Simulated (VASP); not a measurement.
A run of VASP 6.6.1 is set up as follows.

INCAR

```
PREC     = Accurate       # precision mode
ENCUT    = 750            # plane-wave cutoff, eV
EDIFF    = 1E-6           # SCF threshold, eV
ISMEAR   = -1             # smearing method
SIGMA    = 0.05           # smearing width, eV
LREAL    = Auto         
LASPH    = True           # aspherical terms in the spheres
NELM     = 120            # most SCF steps
ALGO     = Normal         # electronic algorithm
ISIF     = 2              # what is computed and relaxed
LWAVE    = False          # write WAVECAR
LCHARG   = False          # write CHGCAR
GGA      = PE             # functional
NBANDS   = 47             # bands
GGA_COMPAT= False
```

File KPOINTS:

```
regular mesh
0
Gamma
  2 2 2
```

File POSCAR:

```
MgAl6N8
1.0
   -3.1100000000     -5.3866780000      0.0000000000
    4.6650000000     -2.6933390000      0.0000000000
    0.0000000000      0.0000000000      4.9800000000
Al N Mg
6 8 1
Direct
    0.4878885327      0.6803932126     -0.0032130522
    0.2436010298      0.1253899684      0.0388698795
    0.2484771886      0.8343384901      0.4992803213
    0.0035505061      0.6739807232      0.0008670683
    0.0113941015      0.3391729166      0.4981919679
    0.7541404427      0.8226989875      0.4967542169
    0.4975951397      0.6975168027      0.3602550201
    0.3554426455      0.3892680874      0.8635522088
    0.2420620478      0.1565884177      0.3870851406
    0.2426455937      0.8440063872      0.8691744980
    0.0061303959      0.6636014001      0.3686975904
    0.1274979806      0.3849821478      0.8558520080
    0.7736430111      0.1570820503      0.4776921687
    0.7473635547      0.7208072144      0.8480164659
    0.5085681546      0.3435067440      0.4949244980
```

Potentials or basis: VASP PAW PBE potentials, release 64 (Al, N, Mg_sv).

Command:

```console
$ cat potpaw_PBE.64/Al/POTCAR potpaw_PBE.64/N/POTCAR potpaw_PBE.64/Mg_sv/POTCAR > POTCAR
$ mpirun -np 1 vasp_std > vasp.out
```

Task: Estimate the largest force.

Result: 0.111 eV/Å.

Task: Estimate the band gap on the k mesh.

Result: Zero (bands 34 and 35 overlap by 0.27 eV).

Stress tensor (GPa, compression positive):
```
22.91 -5.29 -0.89
-5.29 15.08  1.87
-0.89  1.87 19.23
```

Caveat: the k points lie up to 0.63 Å⁻¹ apart.
